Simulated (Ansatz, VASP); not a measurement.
## Two plane-wave programs on TaWI

```
Ta W I
1.0
     3.71597    0.00000    0.00000
     0.00000    3.71597    0.00000
     0.00000    0.00000    5.59787
Ta W I
1 1 1
Direct
  0.50000 0.50000 0.00000
  0.00000 0.00000 0.00000
  0.00000 0.00000 0.50000
```

Alike in both runs: functional PBE; k mesh 12 × 12 × 8; occupations gaussian, width 0.1 eV; no spin polarisation.

Ansatz relaxed the structure, and its values are those at the end. VASP's run is a single point on that final structure, the one shown.

|  | VASP | Ansatz |
| --- | --- | --- |
| version | VASP 6.6.1 | Ansatz 0.2.0 |
| potentials or method | VASP PAW PBE potentials, release 64 (Ta_pv, W_sv, I), cutoff 520 eV | scalar-relativistic, plane waves, PAW |
| valence electrons in the cell | 32 | 44 |

Ansatz gave:

```
gap on the k mesh at the Fermi level (eV) : none
pressure (GPa)                            : 0.0
```

**Question.** What did VASP give for the same quantities?

**Answer.** gap on the k mesh at the Fermi level (eV): none; pressure (GPa): 0.1.

A gap of «none» marks a metal or a gap that the smearing closes. The functional is the same, so the differences come from potentials, cutoffs and numerics. VASP's potentials hold 32 valence electrons a cell and Ansatz's 44, so a difference there can come from the potentials and not from the codes.

Spin-orbit coupling is off throughout.
